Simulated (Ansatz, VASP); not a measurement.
C: VASP beside Ansatz

```xyz
2
Lattice="0.0000 1.7659 1.7659 1.7659 0.0000 1.7659 1.7659 1.7659 0.0000" Properties=species:S:1:pos:R:3 pbc="T T T"
C     0.0000    0.0000    0.0000
C     0.8830    0.8830    0.8830
```

Alike in both runs: functional LDA; k mesh 10 × 10 × 10; no spin polarisation.

Ansatz relaxed the structure, and its values are those at the end. VASP's run is a single point on that final structure, the one shown.

|  | VASP | Ansatz |
| --- | --- | --- |
| version | VASP 6.6.1 | Ansatz 0.2.0 |
| potentials or method | VASP PAW LDA potentials, release 64 (C_h), cutoff 1300 eV | scalar-relativistic, plane waves, PAW |
| occupations | gaussian, width 0.01 eV | fixed |
| valence electrons in the cell | 8 | 8 |

```tsv
	VASP	Ansatz	Ansatz less VASP
gap on the k mesh at the Fermi level (eV)	4.21	4.21	+0.008
least direct gap on the mesh (eV)	5.63	5.63	0.000
pressure (GPa)	0.9	0.0	-0.87
```

LDA's correlation is that of Perdew and Zunger in VASP and of Perdew and Wang (1992) in Ansatz.
